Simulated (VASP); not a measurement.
Set up this calculation in VASP 6.6.1, as the native input.

* Task: single point
* Functional: r2SCAN
* Potentials or basis: VASP PAW PBE potentials, release 64 (Cd)
* Cutoff: 520 eV
* k mesh: 8 × 8 × 8
* Occupations: gaussian, width 0.1 eV
* Spin: no spin polarisation
* Dipole correction: no
* Further INCAR settings: ALGO = Normal; EDIFF = 1e-07; NBANDS = 12

The system is Cd.

```
CELL_PARAMETERS angstrom
-1.76054 1.76054 1.76054
1.76054 -1.76054 1.76054
1.76054 1.76054 -1.76054
ATOMIC_POSITIONS crystal
Cd 0.00000 0.00000 0.00000
```

The input as run:

POSCAR

```
Cd
1.0
   -1.7605412911      1.7605412911      1.7605412911
    1.7605412911     -1.7605412911      1.7605412911
    1.7605412911      1.7605412911     -1.7605412911
Cd
1
Direct
    0.0000000000      0.0000000000      0.0000000000
```

INCAR.step1

```
ALGO = Normal ; EDIFF = 1E-4
ENCUT = 520 ; GGA = PE
ISMEAR = 0 ; LASPH = True
LCHARG = False ; LREAL = False
LWAVE = True ; NBANDS = 12
NELM = 60 ; PREC = Accurate
SIGMA = 0.1
```

INCAR.step2

```
ALGO = Normal ; EDIFF = 1E-7
ENCUT = 520 ; ISIF = 2
ISMEAR = 0 ; ISTART = 1
LASPH = True ; LCHARG = True
LELF = True ; LMIXTAU = True
LREAL = False ; LVHAR = True
LWAVE = False ; METAGGA = R2SCAN
NBANDS = 12 ; NELM = 60
PREC = Accurate ; SIGMA = 0.1
```

KPOINTS

```
k-points
0
Gamma
  8 8 8
```

Potentials or basis: VASP PAW PBE potentials, release 64 (Cd).

Run with:

```bash
$ cat potpaw_PBE.64/Cd/POTCAR > POTCAR
$ cp INCAR.step1 INCAR
$ mpirun -np 1 vasp_std > vasp.out
$ cp INCAR.step2 INCAR
$ mpirun -np 1 vasp_std > vasp.out
```

Results of the run:

```yaml
Pressure: 0.3 GPa
Band_gap_on_the_k_mesh: zero (band 6 reaches 6.52 eV, above the bottom of band 7 at 2.00 eV)
```

Caveat: the PAW data sets were made with another functional, which shifts forces and pressure a little.

Wall time 25 s on 1 thread of Intel Xeon 6975P-C, on a shared host, peak memory 0.14 GiB.
